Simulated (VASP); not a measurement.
Input of a VASP 6.6.1 run:

The input POSCAR:

```
K2S
1.0
    0.0000000000      3.7027187002      3.7027187002
    3.7027187002      0.0000000000      3.7027187002
    3.7027187002      3.7027187002      0.0000000000
K S
2 1
Direct
    0.2500000000      0.2500000000      0.2500000000
    0.7500000000      0.7500000000      0.7500000000
    0.0000000000      0.0000000000      0.0000000000
```

Contents of INCAR.step1:

```
PREC = Accurate
ENCUT = 550
ISMEAR = 0
SIGMA = 0.01
LREAL = False
LASPH = True
NELM = 120
NBANDS = 19
GGA = PE
ALGO = Normal
EDIFF = 1E-5
LWAVE = True
LCHARG = False
GGA_COMPAT = False
```

File INCAR.step2:

```
PREC = Accurate
ENCUT = 550
EDIFF = 1E-6
ISMEAR = 0
SIGMA = 0.01
LREAL = False
LASPH = True
NELM = 120
ALGO = Normal
ISIF = 2
LWAVE = False
LCHARG = True
METAGGA = R2SCAN
LMIXTAU = True
LELF = True
LVHAR = True
NBANDS = 19
ISTART = 1
GGA_COMPAT = False
```

File KPOINTS:

```
regular mesh
0
Gamma
  4 4 4
```

Potentials or basis: VASP PAW PBE potentials, release 64 (K_sv, S).

The run is started by

```sh
$ cat potpaw_PBE.64/K_sv/POTCAR potpaw_PBE.64/S/POTCAR > POTCAR
$ cp INCAR.step1 INCAR
$ mpirun -np 1 vasp_std > vasp.out
$ cp INCAR.step2 INCAR
$ mpirun -np 1 vasp_std > vasp.out
```

Q: Predict the band gap on the k mesh.

A: 2.76 eV, indirect (least direct gap 2.95 eV).

Q: Predict the pressure.

A: 0.0 GPa.

Caveat: the PAW data sets were made with another functional, which shifts forces and pressure a little. A k mesh can miss the band edges.
